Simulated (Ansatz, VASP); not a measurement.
**Rh in VASP and in Ansatz**

```
Rh
1.0
     0.00000    1.91671    1.91671
     1.91671    0.00000    1.91671
     1.91671    1.91671    0.00000
Rh
1
Direct
  0.00000 0.00000 0.00000
```

Alike in both runs: task relaxation of cell and atoms; functional PBE; k mesh 18 × 18 × 18; occupations gaussian, width 0.1 eV; no spin polarisation.

```csv
,VASP,Ansatz
version,VASP 6.6.1,Ansatz 0.2.0
potentials or method,"VASP PAW PBE potentials, release 64 (Rh_pv), cutoff 600 eV","scalar-relativistic, plane waves, PAW"
valence electrons in the cell,15,17
```

|  | VASP | Ansatz | Ansatz less VASP |
| --- | --- | --- | --- |
| gap on the k mesh at the Fermi level, each at its own relaxed structure (eV) | none | none | - |
| relaxed volume (Å³/atom) | 14.04 | 14.04 | +0.006 |
| relaxed cell length with the largest relative difference (Å) | 2.708 | 2.708 | +0.0004 |

A gap of «none» marks a metal or a gap that the smearing closes. VASP's potentials hold 15 valence electrons a cell and Ansatz's 17, so a difference there can come from the potentials and not from the codes.
